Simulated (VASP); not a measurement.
Runs of VASP 6.6.1 on Mn. The structure is that of space group Fm-3m (No. 225), or close to it. The cells are those of the table. This isn't the form of Mn at room conditions, which is a 58-atom cubic cell.

| task | spin | cell | k mesh for the DOS | occupations for the DOS | gap on the mesh (eV) | pressure (GPa) | moment (μB) |
| --- | --- | --- | --- | --- | --- | --- | --- |
| electric field gradients | collinear, ferromagnetic start | a = 2.732 Å, angles 60.0°, 1 atom | - | - | none | -12.1 | 2.88 |
| electric field gradients | collinear, ferromagnetic start | a = 2.767 Å, angles 60.0°, 1 atom | - | - | none | (a) | 3.45 |
| single point | collinear, ferromagnetic start | a = 2.732 Å, angles 60.0°, 1 atom | 24 × 24 × 24 | tetrahedron | - | - | 2.88 |
| single point | non-collinear, typed start, SOC | a = 2.732 Å, angles 60.0°, 1 atom | - | - | - | -12.1 | 2.88 |

Alike in all rows: level PBE; potentials or basis VASP PAW PBE potentials, release 64 (Mn_pv); k mesh 16 × 16 × 16; cutoff (eV) 520; smearing fermi-dirac 0.05 eV.

**Question.** Estimate the missing entries.

**Answer.** (a) -5.0.

Caveats: the cell stands under tension (at least some runs); tetrahedron occupations give inexact forces and stress in metals (at least some runs).

A gap of «none» marks levels without a gap at the run's occupations.
